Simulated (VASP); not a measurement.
**NaH: relaxation of cell and atoms with PBE**

NaH:

```
CELL_PARAMETERS angstrom
3.30831 0.00000 0.00000
-1.65416 2.86508 0.00000
0.00000 0.00000 3.02513
ATOMIC_POSITIONS crystal
Na 0.33333 0.66667 0.50000
H 0.66667 0.33333 0.00000
```

```yaml
Program: VASP 6.6.1
Task: relaxation of cell and atoms
Functional: PBE
Potentials_or_basis: VASP PAW PBE potentials, release 64 (Na_pv, H)
Cutoff: 500 eV
k_mesh: 12 × 12 × 10
Occupations: gaussian, width 0.02 eV
Spin: no spin polarisation
Dipole_correction: no
Further_INCAR_settings: ALGO = Normal; EDIFF = 1e-07; IBRION = 2; EDIFFG = -0.01; NSW = 100; ISIF = 3
```

```json
{"Pressure after relaxing": "0.0 GPa", "Band gap on the k mesh": "2.31 eV, indirect (least direct gap 4.32 eV)"}
```

Final structure:
```cif
data_structure
_symmetry_space_group_name_H-M 'P 1'
_symmetry_Int_Tables_number 1
_cell_length_a 3.3083
_cell_length_b 3.3083
_cell_length_c 3.0251
_cell_angle_alpha 90.000
_cell_angle_beta 90.000
_cell_angle_gamma 120.000
_cell_volume 28.67
loop_
_atom_site_label
_atom_site_type_symbol
_atom_site_fract_x
_atom_site_fract_y
_atom_site_fract_z
_atom_site_occupancy
Na1 Na 0.33333 0.66667 0.50000 1
H1 H 0.66667 0.33333 0.00000 1
```

Levels at points of the mesh, in eV from the valence-band top:
```csv
k point,band 2,band 3,band 4,band 5,band 6,band 7
"(0.00, 0.00, 0.00)",-23.13,-23.09,-4.36,8.67,12.49,13.31
"(0.50, 0.00, 0.00)",-23.16,-23.08,-1.81,2.63,9.56,10.71
"(0.00, 0.00, 0.50)",-23.12,-23.12,-2.01,2.31,11.85,16.57
"(0.50, 0.00, 0.50)",-23.21,-23.14,-0.29,5.81,5.94,7.74
```

Wall time 17 s on 1 thread of AMD EPYC 7R43 64-Core Processor (Zen 3), with other jobs on the host, peak memory 0.11 GiB.

Caveat: the relaxation stopped at its first step, so nothing moved. A k mesh can miss the band edges.
